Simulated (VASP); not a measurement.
Set up this calculation in VASP 6.6.1, as the native input.

- Task: single point
- Functional: PBE
- Potentials or basis: VASP PAW PBE potentials, release 64 (B, P)
- Cutoff: 520 eV
- k mesh: 9 × 9 × 2
- Occupations: gaussian, width 0.01 eV
- Spin: no spin polarisation
- Dipole correction: no
- Further INCAR settings: ALGO = Normal; EDIFF = 1e-06; NBANDS = 16

The structure of BP lies in POSCAR:

```
BP
1.0
    3.2141967403      0.0000000000      0.0000000000
   -1.6070983702      2.7835760299      0.0000000000
    0.0000000000      0.0000000000      9.8653626343
B P
2 2
Direct
    0.3333333333      0.6666666667      0.2500000000
    0.6666666667      0.3333333333      0.7500000000
    0.6666666667      0.3333333333      0.2500000000
    0.3333333333      0.6666666667      0.7500000000
```

These files were run (other wordings do the same):

INCAR

```
  PREC = Accurate
  ENCUT = 520
  EDIFF = 1E-6
  ISMEAR = 0
  SIGMA = 0.01
  LREAL = F
  LASPH = T
  NELM = 80
  ALGO = Normal
  ISIF = 2
  LWAVE = F
  LCHARG = F
  GGA = PE
  NBANDS = 16
```

KPOINTS

```
regular mesh
0
Gamma
  9 9 2
```

Potentials or basis: VASP PAW PBE potentials, release 64 (B, P).

Run with:

```console
$ cat potpaw_PBE.64/B/POTCAR potpaw_PBE.64/P/POTCAR > POTCAR
$ mpirun -np 1 vasp_std > vasp.out
```

It gave:

The pressure is -0.1 GPa. The band gap on the k mesh is 0.90 eV.

Caveat: this functional lacks dispersion, which binds layers or chains, so the pressure and a relaxed spacing across them are unreliable.

Run time: 18 s on 1 thread of AMD EPYC 9R45 96-Core Processor (Zen 5), with other jobs on the host, peak memory 0.17 GiB.
